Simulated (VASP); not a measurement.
# Se (P3_121) in VASP: further runs

Se is run at these levels: PBEsol; tasks: single point.

Everything below comes from runs of VASP 6.6.1. Logs are shortened: lines on timing, memory, paths and dates and some standing lists are left out, and cuts for length are marked.

## 1. The cell of the first run

The structure is trigonal, space group P3_121 (No. 152). Conventional cell: a = 4.025 Å, b = 4.025 Å, c = 5.125 Å, α = 90.00°, β = 90.00°, γ = 120.00°. Within 3.2 Å of Se (site symmetry 2) lie 6 Se at 2.44 to 3.16 Å.

## 2. Single point, PBEsol

Contents of INCAR:

```
SYSTEM = Se
PREC = Accurate
ENCUT = 520
EDIFF = 1E-6
ISMEAR = -1
SIGMA = 0.05
LREAL = .False.
LASPH = .True.
NELM = 60
ALGO = Normal
ISIF = 2
LWAVE = .False.
LCHARG = .False.
GGA = PS
NBANDS = 16
```

Contents of KPOINTS:

```
Automatic mesh
0
Gamma
  7 7 6
  0 0 0
```

Contents of POSCAR:

```
Se
1.0
    4.0254103535      0.0000000000      0.0000000000
   -2.0127051767      3.4861076268      0.0000000000
    0.0000000000      0.0000000000      5.1254609100
Se
3
Direct
    0.7497244116      0.7497244116      0.0000000000
    0.0000000000      0.2502755884      0.6666666667
    0.2502755884      0.0000000000      0.3333333333
```

Potentials or basis: VASP PAW PBE potentials, release 64 (Se).

Started as:

```console
$ cat potpaw_PBE.64/Se/POTCAR > POTCAR
$ mpirun -np 1 vasp_std > vasp.out
```

OUTCAR:

```text
SYSTEM = Se
   PREC = Accurate
   ENCUT = 520
   EDIFF = 1E-6
   ISMEAR = -1
   LREAL = .False.
   LASPH = .True.
   NELM = 60
   ISIF = 2
   GGA = PS

 ion  position               nearest neighbor table
   1  0.750  0.750  0.000-   2 2.44   3 2.44
   2  0.000  0.250  0.667-   1 2.44   3 2.44
   3  0.250  0.000  0.333-   1 2.44   2 2.44

  LATTYP: Found a hexagonal cell.
 ALAT       =     4.0254103535
 C/A-ratio  =     1.2732766252

  Lattice vectors:

 A1 = (   4.0254103535,   0.0000000000,   0.0000000000)
 A2 = (  -2.0127051767,   3.4861076268,   0.0000000000)
 A3 = (   0.0000000000,   0.0000000000,   5.1254609100)

Analysis of symmetry for initial positions (statically):
=====================================================================
 Subroutine PRICEL returns:
 Original cell was already a primitive cell.

 Routine SETGRP: Setting up the symmetry group for a
 hexagonal supercell.

 Subroutine GETGRP returns: Found  6 space group operations
 (whereof  2 operations were pure point group operations)
 out of a pool of 24 trial point group operations.

The static configuration has the point symmetry C_2 .
 The point group associated with its full space group is D_3 .

Analysis of symmetry for dynamics (positions and initial velocities):
=====================================================================
 Subroutine PRICEL returns:
 Original cell was already a primitive cell.

 Routine SETGRP: Setting up the symmetry group for a
 hexagonal supercell.

 Subroutine GETGRP returns: Found  6 space group operations
 (whereof  2 operations were pure point group operations)
 out of a pool of 24 trial point group operations.

The dynamic configuration has the point symmetry C_2 .
 The point group associated with its full space group is D_3 .

 Subroutine INISYM returns: Found  6 space group operations
 (whereof  2 operations are pure point group operations),
 and found     1 'primitive' translations

----------------------------------------------------------------------------------------

                                     Primitive cell

  volume of cell :      71.9257

  direct lattice vectors                    reciprocal lattice vectors
     4.025410353  0.000000000  0.000000000     0.248421878  0.143426438  0.000000000
    -2.012705177  3.486107627  0.000000000     0.000000000  0.286852876  0.000000000
     0.000000000  0.000000000  5.125460910     0.000000000  0.000000000  0.195104405

  length of vectors
     4.025410353  4.025410353  5.125460910     0.286852876  0.286852876  0.195104405

  position of ions in fractional coordinates (direct lattice)
     0.749724412  0.749724412  0.000000000
     0.000000000  0.250275588  0.666666667
     0.250275588  0.000000000  0.333333333

  ion indices of the primitive-cell ions
   primitive index   ion index
                 1           1
                 2           2
                 3           3

----------------------------------------------------------------------------------------

 KPOINTS: Automatic mesh

Automatic generation of k-mesh.
 Grid dimensions read from file:
 generate k-points for:    7    7    6

 Generating k-lattice:

  Cartesian coordinates                     Fractional coordinates (reciprocal lattice)
     0.035488840  0.020489491  0.000000000     0.142857143  0.000000000  0.000000000
     0.000000000  0.040978982  0.000000000     0.000000000  0.142857143  0.000000000
     0.000000000  0.000000000  0.032517401     0.000000000  0.000000000  0.166666667

  Length of vectors
     0.040978982  0.040978982  0.032517401

  Shift w.r.t. Gamma in fractional coordinates (k-lattice)
     0.000000000  0.000000000  0.000000000

 Subroutine IBZKPT returns following result:
 ===========================================

 Found     40 irreducible k-points:

 Following reciprocal coordinates:
            Coordinates               Weight
  0.000000  0.000000  0.000000      1.000000
  0.142857 -0.000000  0.000000      6.000000
  0.285714 -0.000000  0.000000      6.000000
  0.428571 -0.000000  0.000000      6.000000
  0.142857  0.142857  0.000000      6.000000
  0.285714  0.142857  0.000000     12.000000
[... 16 lines left out ...]
  0.000000  0.142857  0.333333      6.000000
  0.285714 -0.000000  0.333333      6.000000
 [... further k-points ...]
   k-points           NKPTS =     40   k-points in BZ     NKDIM =     40   number of bands    NBANDS=     16
   number of dos      NEDOS =    301   number of ions     NIONS =      3
   total plane-waves  NPLWV =  36000
   dimension x,y,z NGX =    30 NGY =   30 NGZ =   40
   dimension x,y,z NGXF=    60 NGYF=   60 NGZF=   80
   ions per type =               3
   NGX,Y,Z   is equivalent  to a cutoff of  12.39, 12.39, 12.97 a.u.
   NGXF,Y,Z  is equivalent  to a cutoff of  24.78, 24.78, 25.95 a.u.
 SYSTEM =  Se
   PREC   = accura    normal or accurate (medium, high low for compatibility)
   ISTART =      0    job   : 0-new  1-cont  2-samecut
   ICHARG =      2    charge: 1-file 2-atom 10-const
   ISPIN  =      1    spin polarized calculation?
   LNONCOLLINEAR =      F non collinear calculations
   LSORBIT =      F    spin-orbit coupling
   LASPH  =      T    aspherical Exc in radial PAW
   ENCUT  =  520.0 eV  38.22 Ry    6.18 a.u.   7.48  7.48  9.53*2*pi/ulx,y,z
   NELM   =     60;   NELMIN=  2; NELMDL= -5     # of ELM steps
   EDIFF  = 0.1E-05   stopping-criterion for ELM
   LREAL  =      F    real-space projection
   EDIFFG = 0.1E-04   stopping-criterion for IOM
   NSW    =      0    number of steps for IOM
   IBRION =     -1    ionic relax: 0-MD 1-quasi-New 2-CG
   NFREE  =      0    steps in history (QN), initial steepest desc. (CG)
   ISIF   =      2    stress and relaxation
   ISYM   =      2    0-nonsym 1-usesym 2-fastsym
   POTIM  = 0.5000    time-step for ionic-motion
   TEBEG  =    0.0;   TEEND  =   0.0 temperature during run
   PSTRESS=    0.0 pullay stress
   NELECT =      18.0000    total number of electrons
   NUPDOWN=      -1.0000    fix difference up-down
   EMIN   =  10.00;   EMAX   =-10.00  energy-range for DOS
   EFERMI =   0.00;   METHOD = LEGACY
   ISMEAR =    -1;   SIGMA  =   0.05  broadening in eV -4-tet -1-fermi 0-gaus
   EFERMI_NEDOS =   21; number of points for ismear=-14 and -15
   IALGO  =     38    algorithm
   IMIX   =      4    mixing-type and parameters
     AMIX     =   0.40;   BMIX     =  1.00
     AMIX_MAG =   1.60;   BMIX_MAG =  1.00
  volume/ion in A,a.u.               =      23.98       161.79
  Fermi-wavevector in a.u.,A,eV,Ry     =   1.031663  1.949560 14.481059  1.064328
  Thomas-Fermi vector in A             =   2.165822
   LORBIT       =      0    0 simple, 1 ext, 2 COOP (PROOUT), +10 PAW based schemes
   GGA     = PS    functional components
   LHFCALC =     F    Hartree Fock is set to
   AEXX    =    0.0000 exact exchange contribution
   IVDW    =     0    specifies the selected vdW correction
   LEPSILON=     F    determine dielectric tensor
   LRPA    =     F    only Hartree local field effects (RPA)
 non-spin polarized calculation
  energy-cutoff  :      520.00
  volume of cell :       71.93
 maximum number of plane-waves:      1964
 NGX is ok and might be reduce to    30
   NGX = 15   NGY = 15   NGZ = 19

 number of electron      18.0000002 magnetization

 Free energy of the ion-electron system (eV)
  ---------------------------------------------------
  ext. energy  EPLUGINS =         0.00000000
  ---------------------------------------------------
  free energy    TOTEN  =       -11.56102437 eV

  energy without entropy =      -11.56101604  energy(sigma->0) =      -11.56102021

 E-fermi :   4.2184     XC(G=0):  -9.7195

 val. band max:        3.7857021652   @ k =   0.4286   0.1429   0.5000
 cond. band min:       4.6660992418   @ k =   0.0000   0.0000   0.5000
 fundamental gap:      0.8803970766
 Fermi energy:         4.2183728969

 k-point     1 :       0.0000    0.0000    0.0000
  band No.  band energies     occupation
      1     -12.2847      2.00000
      2      -8.1760      2.00000
      3      -8.1760      2.00000
      4       0.1197      2.00000
      5       0.3751      2.00000
      6       0.3751      2.00000
[... 8 lines left out ...]
     15      10.6472      0.00000
     16      12.0975      0.00000

 k-point     2 :       0.1429   -0.0000    0.0000
  band No.  band energies     occupation
      1     -12.1426      2.00000
      2      -8.2400      2.00000
      3      -8.1399      2.00000
      4      -0.7774      2.00000
      5      -0.1547      2.00000
      6       0.2761      2.00000
[... 8 lines left out ...]
     15      11.3898      0.00000
     16      12.0055      0.00000

 k-point     3 :       0.2857   -0.0000    0.0000
  band No.  band energies     occupation
      1     -11.7645      2.00000
      2      -8.4907      2.00000
      3      -8.0528      2.00000
      4      -1.6150      2.00000
      5      -0.8120      2.00000
      6      -0.1064      2.00000
[... 8 lines left out ...]
     15      12.2972      0.00000
     16      13.0816      0.00000

 k-point     4 :       0.4286   -0.0000    0.0000
  band No.  band energies     occupation
      1     -11.3578      2.00000
      2      -8.8505      2.00000
      3      -7.9770      2.00000
      4      -1.8096      2.00000
      5      -1.1991      2.00000
      6      -0.2120      2.00000
[... 8 lines left out ...]
     15      13.8852      0.00000
     16      14.5081      0.00000

 k-point     5 :       0.1429    0.1429    0.0000
  band No.  band energies     occupation
      1     -11.8807      2.00000
      2      -8.3644      2.00000
      3      -8.1178      2.00000
      4      -1.3481      2.00000
      5      -0.9616      2.00000
      6       0.3389      2.00000
[... 8 lines left out ...]
     15      11.9906      0.00000
     16      12.5872      0.00000

 k-point     6 :       0.2857    0.1429    0.0000
  band No.  band energies     occupation
      1     -11.4694      2.00000
      2      -8.6387      2.00000
      3      -8.1138      2.00000
      4      -1.6948      2.00000
      5      -1.3192      2.00000
      6       0.0442      2.00000
[... 8 lines left out ...]
     15      13.0373      0.00000
     16      13.9156      0.00000

 k-point     7 :       0.4286    0.1429    0.0000
  band No.  band energies     occupation
      1     -11.2318      2.00000
      2      -8.8403      2.00000
      3      -8.1105      2.00000
      4      -1.7103      2.00000
      5      -1.3478      2.00000
      6       0.0547      2.00000
[... 8 lines left out ...]
     15      13.1141      0.00000
     16      14.4667      0.00000

 k-point     8 :       0.2857    0.2857    0.0000
  band No.  band energies     occupation
      1     -11.1839      2.00000
      2      -8.6528      2.00000
      3      -8.3616      2.00000
      4      -1.5437      2.00000
      5      -1.4861      2.00000
      6       0.2155      2.00000
[... 8 lines left out ...]
     15      12.4011      0.00000
     16      13.7784      0.00000

 k-point     9 :       0.0000    0.0000    0.1667
  band No.  band energies     occupation
      1     -12.1579      2.00000
      2      -9.3134      2.00000
      3      -7.0266      2.00000
      4      -0.1130      2.00000
      5       0.2032      2.00000
      6       0.7166      2.00000
[... 8 lines left out ...]
     15      11.1944      0.00000
     16      11.2305      0.00000
[... 172 lines left out ...]
 k-point    19 :       0.4286    0.1429    0.1667
  band No.  band energies     occupation
      1     -11.1291      2.00000
      2      -9.1750      2.00000
      3      -7.8834      2.00000
      4      -1.8881      2.00000
      5      -1.5258      2.00000
      6      -0.1717      2.00000
[... 8 lines left out ...]
     15      12.9639      0.00000
     16      13.8337      0.00000

 k-point    20 :       0.2857    0.2857    0.1667
  band No.  band energies     occupation
      1     -11.0814      2.00000
      2      -9.1184      2.00000
      3      -7.9861      2.00000
      4      -1.9696      2.00000
      5      -1.3992      2.00000
      6      -0.1298      2.00000
[... 8 lines left out ...]
     15      12.3906      0.00000
     16      14.2625      0.00000

 k-point    21 :       0.0000    0.0000    0.3333
  band No.  band energies     occupation
      1     -11.7809      2.00000
      2     -10.3301      2.00000
      3      -6.0708      2.00000
      4      -0.6319      2.00000
      5       0.4253      2.00000
      6       0.8309      2.00000
[... 8 lines left out ...]
     15      11.2478      0.00000
     16      11.9043      0.00000

 k-point    22 :       0.1429   -0.0000    0.3333
  band No.  band energies     occupation
      1     -11.6502      2.00000
      2     -10.2315      2.00000
      3      -6.3292      2.00000
      4      -0.8639      2.00000
      5       0.0553      2.00000
      6       0.6641      2.00000
[... 8 lines left out ...]
     15      11.2561      0.00000
     16      11.5008      0.00000

 k-point    23 :       0.0000    0.1429    0.3333
  band No.  band energies     occupation
      1     -11.6469      2.00000
      2     -10.2412      2.00000
      3      -6.2975      2.00000
      4      -0.9390      2.00000
      5      -0.2441      2.00000
      6       0.5713      2.00000
[... 8 lines left out ...]
     15      11.2081      0.00000
     16      12.0393      0.00000

 k-point    24 :       0.2857   -0.0000    0.3333
  band No.  band energies     occupation
      1     -11.3132      2.00000
      2      -9.9767      2.00000
      3      -6.9816      2.00000
      4      -1.4181      2.00000
      5      -0.6034      2.00000
      6       0.1831      2.00000
[... 8 lines left out ...]
     15      11.1431      0.00000
     16      12.3036      0.00000

 [... further k-points ...]

------------------------ aborting loop because EDIFF is reached ----------------------------------------

  FORCE on cell =-STRESS in cart. coord.  units (eV):
  Direction    XX          YY          ZZ          XY          YZ          ZX
  --------------------------------------------------------------------------------------
  -------------------------------------------------------------------------------------
  Total        0.0646542      0.0646542      0.1060796      0.0000000     -0.0000000      0.0000000
  in kB        1.4402030      1.4402030      2.3629715      0.0000000     -0.0000000      0.0000000
  external PRESSURE =       1.7477925 kB  Pullay stress =       0.0000000 kB

 VOLUME and BASIS-vectors are now :
 -----------------------------------------------------------------------------
  energy-cutoff  :      520.00
  volume of cell :       71.93
      direct lattice vectors                 reciprocal lattice vectors
     4.025410353  0.000000000  0.000000000     0.248421878  0.143426438  0.000000000
    -2.012705177  3.486107627  0.000000000     0.000000000  0.286852876  0.000000000
     0.000000000  0.000000000  5.125460910     0.000000000  0.000000000  0.195104405

 POSITION                                       TOTAL-FORCE (eV/Angst)
 -----------------------------------------------------------------------------------
      1.50897      2.61362      0.00000        -0.001493     -0.002586      0.000000
     -0.50373      0.87249      3.41697        -0.001493      0.002586      0.000000
      1.00746      0.00000      1.70849         0.002986      0.000000     -0.000000
 -----------------------------------------------------------------------------------
    total drift:                               -0.000001     -0.000001     -0.000000

  FREE ENERGIE OF THE ION-ELECTRON SYSTEM (eV)
  ---------------------------------------------------
  free  energy   TOTEN  =       -11.5610243726 eV

  energy  without entropy=      -11.5610160418  energy(sigma->0) =      -11.56102021
```

It took 22 s on 1 thread of AMD EPYC 7R13 (Zen 3), shared host; peak memory 0.16 GiB.

Results:

```
Free energy            : -11.5610 eV
Pressure               : 0.2 GPa
Band gap on the k mesh : 0.88 eV, indirect (least direct gap 1.12 eV)
```

Forces in eV/Å, atoms in the order of the input:
```
Se  -0.001 -0.003  0.000
Se  -0.001  0.003  0.000
Se   0.003  0.000  0.000
```

Levels at points of the mesh, in eV from the valence-band top:
| k point | band 7 | band 8 | band 9 | band 10 | band 11 | band 12 |
| --- | --- | --- | --- | --- | --- | --- |
| (0.00, 0.00, 0.00) | -1.89 | -1.89 | -0.55 | 1.44 | 1.44 | 2.05 |
| (0.00, 0.00, 0.50) | -1.39 | -1.32 | -1.32 | 0.88 | 0.88 | 0.89 |

Caveat: the PAW data sets were made with another functional, which shifts forces and pressure a little.

## 3. Single point, PBEsol

This run uses another cell than the first one, of 24.11 Å³/atom, 1.006 times its volume.

Contents of INCAR:

```
ALGO = Normal ; EDIFF = 1E-6
ENCUT = 520 ; GGA = PS
ISIF = 2 ; ISMEAR = -1
LASPH = True ; LCHARG = False
LREAL = False ; LWAVE = False
NBANDS = 16 ; NELM = 80
PREC = Accurate ; SIGMA = 0.05
```

Contents of KPOINTS:

```
k-points
0
Gamma
  7 7 6
```

Contents of POSCAR:

```
Se
1.0
    4.0376950548      0.0000000000      0.0000000000
   -2.0188475274      3.4967464902      0.0000000000
    0.0000000000      0.0000000000      5.1229427309
Se
3
Direct
    0.7513308806      0.7513308806      0.0000000000
    0.0000000000      0.2486691194      0.6666666667
    0.2486691194      0.0000000000      0.3333333333
```

Potentials or basis: VASP PAW PBE potentials, release 64 (Se).

Started as:

```console
$ cat potpaw_PBE.64/Se/POTCAR > POTCAR
$ mpirun -np 1 vasp_std > vasp.out
```

It took 22 s on 1 thread of AMD EPYC 7R13 (Zen 3), shared host; peak memory 0.16 GiB.

It converged, with:

```yaml
Free_energy: -11.5611 eV
Pressure: 0.2 GPa
Largest_force: 0.031 eV/Å
Band_gap_on_the_k_mesh: 0.90 eV, indirect (least direct gap 1.13 eV)
```

Forces in eV/Å, atoms in the order of the input:
```
Se  -0.015 -0.027  0.000
Se  -0.015  0.027  0.000
Se   0.031  0.000  0.000
```

Stress tensor (GPa, compression positive):
```
0.14 0.00 0.00
0.00 0.14 0.00
0.00 0.00 0.25
```

Levels at points of the mesh, in eV from the valence-band top:
| k point | band 7 | band 8 | band 9 | band 10 | band 11 | band 12 |
| --- | --- | --- | --- | --- | --- | --- |
| (0.00, 0.00, 0.00) | -1.89 | -1.89 | -0.53 | 1.45 | 1.45 | 2.06 |
| (0.00, 0.00, 0.50) | -1.39 | -1.34 | -1.34 | 0.90 | 0.90 | 0.91 |

Caveat: the PAW data sets were made with another functional, which shifts forces and pressure a little. As with any semilocal functional, this PBEsol gap is likely too small.
